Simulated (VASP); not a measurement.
# CdI2 (P-3m1) in VASP: settings compared

The runs below take CdI2 through single point, with PBEsol, PBEsol+D4.

Everything below comes from runs of VASP 6.6.1. Logs are shortened: lines on timing, memory, paths and dates and some standing lists are left out, and cuts for length are marked.

### Step 1. The cell of the first run

The structure is trigonal, space group P-3m1 (No. 164). The conventional cell has a = 4.247 Å, b = 4.247 Å, c = 6.895 Å, α = 90.00°, β = 90.00°, γ = 120.00°. Within 3.9 Å of Cd (site symmetry -3m) lie 6 I at 2.99 Å. I (site symmetry 3m) has 3 Cd at 2.99 Å within 3.9 Å.

### Step 2. Single point, PBEsol

INCAR reads:

```
SYSTEM = CdI2
  PREC = Accurate
  ENCUT = 500
  EDIFF = 1E-6
  ISMEAR = -1
  SIGMA = 0.5
  LREAL = .FALSE.
  LASPH = .TRUE.
  NELM = 120
  ALGO = Normal
  ISIF = 2
  LWAVE = .FALSE.
  LCHARG = .FALSE.
  GGA = PS
  NBANDS = 20
  GGA_COMPAT = .FALSE.
```

KPOINTS reads:

```
regular mesh
0
G
  6 6 4
  0 0 0
```

POSCAR reads:

```
CdI2
1.0
    4.2470087284      0.0000000000      0.0000000000
   -2.1235043642      3.6780174489      0.0000000000
    0.0000000000      0.0000000000      6.8950251473
Cd I
1 2
Direct
    0.0000000000      0.0000000000      0.0000000000
    0.3333333333      0.6666666667      0.2493934756
    0.6666666667      0.3333333333      0.7506065244
```

Potentials or basis: VASP PAW PBE potentials, release 64 (Cd, I).

Launch:

```console
$ cat potpaw_PBE.64/Cd/POTCAR potpaw_PBE.64/I/POTCAR > POTCAR
$ mpirun -np 1 vasp_std > vasp.out
```

OUTCAR:

```text
SYSTEM = CdI2
   PREC = Accurate
   ENCUT = 500
   EDIFF = 1E-6
   ISMEAR = -1
   LREAL = .FALSE.
   LASPH = .TRUE.
   NELM = 120
   ISIF = 2
   GGA = PS

 ion  position               nearest neighbor table
   1  0.000  0.000  0.000-   2 2.99   3 2.99   3 2.99   2 2.99   3 2.99   2 2.99
   2  0.333  0.667  0.249-   1 2.99   1 2.99   1 2.99
   3  0.667  0.333  0.751-   1 2.99   1 2.99   1 2.99

  LATTYP: Found a hexagonal cell.
 ALAT       =     4.2470087284
 C/A-ratio  =     1.6235015250

  Lattice vectors:

 A1 = (   4.2470087284,   0.0000000000,   0.0000000000)
 A2 = (  -2.1235043642,   3.6780174489,   0.0000000000)
 A3 = (   0.0000000000,   0.0000000000,   6.8950251473)

Analysis of symmetry for initial positions (statically):
=====================================================================
 Subroutine PRICEL returns:
 Original cell was already a primitive cell.

 Routine SETGRP: Setting up the symmetry group for a
 hexagonal supercell.

 Subroutine GETGRP returns: Found 12 space group operations
 (whereof 12 operations were pure point group operations)
 out of a pool of 24 trial point group operations.

The static configuration has the point symmetry D_3d.

Analysis of symmetry for dynamics (positions and initial velocities):
=====================================================================
 Subroutine PRICEL returns:
 Original cell was already a primitive cell.

 Routine SETGRP: Setting up the symmetry group for a
 hexagonal supercell.

 Subroutine GETGRP returns: Found 12 space group operations
 (whereof 12 operations were pure point group operations)
 out of a pool of 24 trial point group operations.

The dynamic configuration has the point symmetry D_3d.

 Subroutine INISYM returns: Found 12 space group operations
 (whereof 12 operations are pure point group operations),
 and found     1 'primitive' translations

----------------------------------------------------------------------------------------

                                     Primitive cell

  volume of cell :     107.7042

  direct lattice vectors                    reciprocal lattice vectors
     4.247008728  0.000000000  0.000000000     0.235459841  0.135942803  0.000000000
    -2.123504364  3.678017449  0.000000000     0.000000000  0.271885605  0.000000000
     0.000000000  0.000000000  6.895025147     0.000000000  0.000000000  0.145032103

  length of vectors
     4.247008728  4.247008728  6.895025147     0.271885605  0.271885605  0.145032103

  position of ions in fractional coordinates (direct lattice)
     0.000000000  0.000000000  0.000000000
     0.333333333  0.666666667  0.249393476
     0.666666667  0.333333333  0.750606524

  ion indices of the primitive-cell ions
   primitive index   ion index
                 1           1
                 2           2
                 3           3

----------------------------------------------------------------------------------------

 KPOINTS: regular mesh

Automatic generation of k-mesh.
 Grid dimensions read from file:
 generate k-points for:    6    6    4

 Generating k-lattice:

  Cartesian coordinates                     Fractional coordinates (reciprocal lattice)
     0.039243307  0.022657134  0.000000000     0.166666667  0.000000000  0.000000000
     0.000000000  0.045314268  0.000000000     0.000000000  0.166666667  0.000000000
     0.000000000  0.000000000  0.036258026     0.000000000  0.000000000  0.250000000

  Length of vectors
     0.045314268  0.045314268  0.036258026

  Shift w.r.t. Gamma in fractional coordinates (k-lattice)
     0.000000000  0.000000000  0.000000000

 Subroutine IBZKPT returns following result:
 ===========================================

 Found     24 irreducible k-points:

 Following reciprocal coordinates:
            Coordinates               Weight
  0.000000  0.000000  0.000000      1.000000
  0.166667 -0.000000  0.000000      6.000000
  0.333333  0.000000  0.000000      6.000000
  0.500000  0.000000  0.000000      3.000000
  0.166667  0.166667  0.000000      6.000000
  0.333333  0.166667  0.000000     12.000000
[... 16 lines left out ...]
  0.333333  0.166667  0.500000     12.000000
  0.333333  0.333333  0.500000      2.000000
   k-points           NKPTS =     24   k-points in BZ     NKDIM =     24   number of bands    NBANDS=     20
   number of dos      NEDOS =    301   number of ions     NIONS =      3
   total plane-waves  NPLWV =  51200
   dimension x,y,z NGX =    32 NGY =   32 NGZ =   50
   dimension x,y,z NGXF=    64 NGYF=   64 NGZF=  100
   ions per type =               1   2
   NGX,Y,Z   is equivalent  to a cutoff of  12.53, 12.53, 12.06 a.u.
   NGXF,Y,Z  is equivalent  to a cutoff of  25.05, 25.05, 24.11 a.u.
 SYSTEM =  CdI2
   PREC   = accura    normal or accurate (medium, high low for compatibility)
   ISTART =      0    job   : 0-new  1-cont  2-samecut
   ICHARG =      2    charge: 1-file 2-atom 10-const
   ISPIN  =      1    spin polarized calculation?
   LNONCOLLINEAR =      F non collinear calculations
   LSORBIT =      F    spin-orbit coupling
   LASPH  =      T    aspherical Exc in radial PAW
   ENCUT  =  500.0 eV  36.75 Ry    6.06 a.u.   7.74  7.74 12.57*2*pi/ulx,y,z
   NELM   =    120;   NELMIN=  2; NELMDL= -5     # of ELM steps
   EDIFF  = 0.1E-05   stopping-criterion for ELM
   LREAL  =      F    real-space projection
   EDIFFG = 0.1E-04   stopping-criterion for IOM
   NSW    =      0    number of steps for IOM
   IBRION =     -1    ionic relax: 0-MD 1-quasi-New 2-CG
   NFREE  =      0    steps in history (QN), initial steepest desc. (CG)
   ISIF   =      2    stress and relaxation
   ISYM   =      2    0-nonsym 1-usesym 2-fastsym
   POTIM  = 0.5000    time-step for ionic-motion
   TEBEG  =    0.0;   TEEND  =   0.0 temperature during run
   PSTRESS=    0.0 pullay stress
   NELECT =      26.0000    total number of electrons
   NUPDOWN=      -1.0000    fix difference up-down
   EMIN   =  10.00;   EMAX   =-10.00  energy-range for DOS
   EFERMI =   0.00;   METHOD = LEGACY
   ISMEAR =    -1;   SIGMA  =   0.50  broadening in eV -4-tet -1-fermi 0-gaus
   EFERMI_NEDOS =   21; number of points for ismear=-14 and -15
   IALGO  =     38    algorithm
   IMIX   =      4    mixing-type and parameters
     AMIX     =   0.40;   BMIX     =  1.00
     AMIX_MAG =   1.60;   BMIX_MAG =  1.00
  volume/ion in A,a.u.               =      35.90       242.27
  Fermi-wavevector in a.u.,A,eV,Ry     =   1.019346  1.926285 14.137359  1.039067
  Thomas-Fermi vector in A             =   2.152855
   LORBIT       =      0    0 simple, 1 ext, 2 COOP (PROOUT), +10 PAW based schemes
   GGA     = PS    functional components
   LHFCALC =     F    Hartree Fock is set to
   AEXX    =    0.0000 exact exchange contribution
   IVDW    =     0    specifies the selected vdW correction
   LEPSILON=     F    determine dielectric tensor
   LRPA    =     F    only Hartree local field effects (RPA)
 non-spin polarized calculation
  energy-cutoff  :      500.00
  volume of cell :      107.70
 maximum number of plane-waves:      2786
 NGX is ok and might be reduce to    32
   NGX = 15   NGY = 15   NGZ = 25

 number of electron      25.9999997 magnetization

 Free energy of the ion-electron system (eV)
  ---------------------------------------------------
  ext. energy  EPLUGINS =         0.00000000
  ---------------------------------------------------
  free energy    TOTEN  =        -6.48886640 eV

  energy without entropy =       -6.00309527  energy(sigma->0) =       -6.24598084

 E-fermi :   3.3174     XC(G=0):  -8.7326

 val. band max:        1.8245399059   @ k =   0.0000   0.0000   0.5000
 cond. band min:       4.1447135111   @ k =   0.5000   0.0000   0.5000
 fundamental gap:      2.3201736052
 Fermi energy:         3.3173996787

 k-point     1 :       0.0000    0.0000    0.0000
  band No.  band energies     occupation
      1     -10.3157      2.00000
      2      -9.6235      2.00000
      3      -5.6200      2.00000
      4      -5.6200      2.00000
      5      -5.5044      2.00000
      6      -5.4155      2.00000
[... 12 lines left out ...]
     19      10.7491      0.00000
     20      10.9523      0.00000

 k-point     2 :       0.1667   -0.0000    0.0000
  band No.  band energies     occupation
      1     -10.1834      2.00000
      2      -9.6022      2.00000
      3      -5.6009      2.00000
      4      -5.5603      2.00000
      5      -5.4744      2.00000
      6      -5.4223      2.00000
[... 12 lines left out ...]
     19       9.9125      0.00000
     20      10.8554      0.00000

 k-point     3 :       0.3333    0.0000    0.0000
  band No.  band energies     occupation
      1      -9.8780      2.00000
      2      -9.5734      2.00000
      3      -5.5819      2.00000
      4      -5.5040      2.00000
      5      -5.4231      2.00000
      6      -5.3775      2.00000
[... 12 lines left out ...]
     19      10.2361      0.00000
     20      10.8608      0.00000

 k-point     4 :       0.5000    0.0000    0.0000
  band No.  band energies     occupation
      1      -9.6442      2.00000
      2      -9.6225      2.00000
      3      -5.5815      2.00000
      4      -5.5134      2.00000
      5      -5.4131      2.00000
      6      -5.3502      2.00000
[... 12 lines left out ...]
     19      10.8335      0.00000
     20      11.3973      0.00000

 k-point     5 :       0.1667    0.1667    0.0000
  band No.  band energies     occupation
      1      -9.9640      2.00000
      2      -9.5751      2.00000
      3      -5.5796      2.00000
      4      -5.4855      2.00000
      5      -5.4422      2.00000
      6      -5.4028      2.00000
[... 12 lines left out ...]
     19       8.9786      0.00002
     20      11.2202      0.00000

 k-point     6 :       0.3333    0.1667    0.0000
  band No.  band energies     occupation
      1      -9.6958      2.00000
      2      -9.5717      2.00000
      3      -5.5486      2.00000
      4      -5.4811      2.00000
      5      -5.4113      2.00000
      6      -5.3702      2.00000
[... 12 lines left out ...]
     19      10.1303      0.00000
     20      11.0023      0.00000

 k-point     7 :       0.3333    0.3333    0.0000
  band No.  band energies     occupation
      1      -9.5854      2.00000
      2      -9.5854      2.00000
      3      -5.4614      2.00000
      4      -5.4614      2.00000
      5      -5.3902      2.00000
      6      -5.3832      2.00000
[... 12 lines left out ...]
     19      10.1001      0.00000
     20      10.1001      0.00000
[... 277 lines left out ...]
 k-point    20 :       0.3333    0.0000    0.5000
  band No.  band energies     occupation
      1      -9.7769      2.00000
      2      -9.6791      2.00000
      3      -5.5830      2.00000
      4      -5.5106      2.00000
      5      -5.4186      2.00000
      6      -5.3776      2.00000
[... 12 lines left out ...]
     19      10.8084      0.00000
     20      11.0257      0.00000

 k-point    21 :       0.5000    0.0000    0.5000
  band No.  band energies     occupation
      1      -9.6817      2.00000
      2      -9.5776      2.00000
      3      -5.5831      2.00000
      4      -5.5184      2.00000
      5      -5.4057      2.00000
      6      -5.3503      2.00000
[... 12 lines left out ...]
     19      11.1100      0.00000
     20      11.4215      0.00000

 k-point    22 :       0.1667    0.1667    0.5000
  band No.  band energies     occupation
      1      -9.8357      2.00000
      2      -9.7154      2.00000
      3      -5.5753      2.00000
      4      -5.5020      2.00000
      5      -5.4394      2.00000
      6      -5.4159      2.00000
[... 12 lines left out ...]
     19       9.8033      0.00000
     20      10.6910      0.00000

 k-point    23 :       0.3333    0.1667    0.5000
  band No.  band energies     occupation
      1      -9.6584      2.00000
      2      -9.6062      2.00000
      3      -5.5412      2.00000
      4      -5.4843      2.00000
      5      -5.4072      2.00000
      6      -5.3712      2.00000
[... 12 lines left out ...]
     19       9.9336      0.00000
     20      11.1569      0.00000

 k-point    24 :       0.3333    0.3333    0.5000
  band No.  band energies     occupation
      1      -9.5844      2.00000
      2      -9.5844      2.00000
      3      -5.4541      2.00000
      4      -5.4541      2.00000
      5      -5.3882      2.00000
      6      -5.3786      2.00000
[... 12 lines left out ...]
     19      10.7298      0.00000
     20      10.7298      0.00000

------------------------ aborting loop because EDIFF is reached ----------------------------------------

  FORCE on cell =-STRESS in cart. coord.  units (eV):
  Direction    XX          YY          ZZ          XY          YZ          ZX
  --------------------------------------------------------------------------------------
  -------------------------------------------------------------------------------------
  Total       -0.0331890     -0.0331890     -0.0069113      0.0000000      0.0000000     -0.0000000
  in kB       -0.4937100     -0.4937100     -0.1028102      0.0000000      0.0000000     -0.0000000
  external PRESSURE =      -0.3634101 kB  Pullay stress =       0.0000000 kB

 VOLUME and BASIS-vectors are now :
 -----------------------------------------------------------------------------
  energy-cutoff  :      500.00
  volume of cell :      107.70
      direct lattice vectors                 reciprocal lattice vectors
     4.247008728  0.000000000  0.000000000     0.235459841  0.135942803  0.000000000
    -2.123504364  3.678017449  0.000000000     0.000000000  0.271885605  0.000000000
     0.000000000  0.000000000  6.895025147     0.000000000  0.000000000  0.145032103

 POSITION                                       TOTAL-FORCE (eV/Angst)
 -----------------------------------------------------------------------------------
      0.00000      0.00000      0.00000        -0.000000      0.000000      0.000000
     -0.00000      2.45201      1.71957        -0.000000      0.000000     -0.007072
      2.12350      1.22601      5.17545         0.000000      0.000000      0.007072
 -----------------------------------------------------------------------------------
    total drift:                                0.000000     -0.000000      0.000000

  FREE ENERGIE OF THE ION-ELECTRON SYSTEM (eV)
  ---------------------------------------------------
  free  energy   TOTEN  =        -6.4888663961 eV

  energy  without entropy=       -6.0030952749  energy(sigma->0) =       -6.24598084
```

It took 30 s on 1 thread of Intel Xeon Platinum 8375C at 2.90GHz (Ice Lake), shared host; peak memory 0.23 GiB.

What came out:

- Free energy: -6.4889 eV
- Pressure: 0.0 GPa
- Largest force: 0.007 eV/Å
- Band gap on the k mesh: 2.32 eV, indirect (least direct gap 2.52 eV)

Forces on the atoms (eV/Å):
```
Cd   0.000  0.000  0.000
I    0.000  0.000 -0.007
I    0.000  0.000  0.007
```

Caveat: the PAW data sets were made with another functional, which shifts forces and pressure a little; spin-orbit coupling is left out, which moves the levels of the heavy elements; this functional lacks dispersion, which binds the layers, so the pressure and a relaxed spacing across them are unreliable. A k mesh can miss the band edges.

### Step 3. Single point, PBEsol+D4

INCAR reads:

```
SYSTEM = CdI2
  ALGO = Normal
  EDIFF = 1E-6
  ENCUT = 500
  GGA = PS
  GGA_COMPAT = .FALSE.
  ISIF = 2
  ISMEAR = 0
  IVDW = 13
  LASPH = .TRUE.
  LCHARG = .FALSE.
  LREAL = .FALSE.
  LWAVE = .FALSE.
  NBANDS = 20
  NELM = 120
  PREC = Accurate
  SIGMA = 0.01
```

KPOINTS reads:

```
k-points
0
G
  6 6 4
  0 0 0
```

POSCAR is that of step 2.

Potentials or basis: VASP PAW PBE potentials, release 64 (Cd, I).

Launch:

```console
$ cat potpaw_PBE.64/Cd/POTCAR potpaw_PBE.64/I/POTCAR > POTCAR
$ mpirun -np 1 vasp_std > vasp.out
```

It took 28 s on 1 thread of Intel Xeon Platinum 8375C at 2.90GHz (Ice Lake), shared host; peak memory 0.23 GiB.

The run converged. Its results:

```
Free energy                : -6.9766 eV
Pressure                   : -1.4 GPa
Largest force              : 0.117 eV/Å
Band gap on the k mesh     : 2.29 eV, indirect (least direct gap 2.49 eV)
Dispersion energy per atom : -0.202 eV
```

Forces on the atoms (eV/Å):
```
Cd   0.000  0.000  0.000
I    0.000  0.000 -0.117
I    0.000  0.000  0.117
```

Levels at points of the mesh, in eV from the valence-band top:
```csv
k point,band 10,band 11,band 12,band 13,band 14,band 15,band 16,band 17
"(0.00, 0.00, 0.00)",-0.29,-0.15,-0.14,-0.14,2.35,4.34,6.27,6.27
"(0.50, 0.00, 0.00)",-2.00,-1.51,-0.71,-0.13,2.59,4.88,5.82,6.44
"(0.00, 0.00, 0.50)",-0.42,-0.42,0.00,0.00,3.51,4.37,6.06,6.06
"(0.50, 0.00, 0.50)",-1.31,-1.23,-0.50,-0.44,2.29,4.81,5.72,6.50
```

Caveat: the PAW data sets were made with another functional, which shifts forces and pressure a little; spin-orbit coupling is left out, which moves the levels of the heavy elements. A k mesh can miss the band edges.

[end of part 1 of 2]
